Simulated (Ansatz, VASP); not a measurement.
## One calculation of C, two programs

```
C
1.0
    -0.06017    1.71996    1.71996
     1.71996   -0.06017    1.71996
     1.71996    1.71996   -0.06017
C
2
Direct
  0.99915 0.99915 0.99915
  0.25085 0.25085 0.25085
```

Change from the starting cell: shear_111 strain -5.1%.

Alike in both runs: task single point; functional HSE06; k mesh 8 × 8 × 8; no spin polarisation.

```csv
,VASP,Ansatz
version,VASP 6.6.1,Ansatz 0.2.0
potentials or method,"VASP PAW PBE potentials, release 64 (C)","plane waves, PAW"
plane-wave cutoff (eV),520,420
occupations,"gaussian, width 0.01 eV",fixed
valence electrons in the cell,8,8
```

Ansatz gave:

- gap on the k mesh at the Fermi level (eV): 5.16
- pressure (GPa): 21.2
- traceless stress, the component that is largest in VASP (GPa): 23.19
- rms of the force components (eV/Å): 0.037

Estimate VASP's values.

gap on the k mesh at the Fermi level (eV): 5.15; pressure (GPa): 22.3; traceless stress, the component that is largest in VASP (GPa): 23.33; rms of the force components (eV/Å): 0.048.

Atom by atom the forces differ by 0.011 eV/Å (rms over components). Ansatz's warnings: stress exchange threshold loose, stress scf threshold loose.
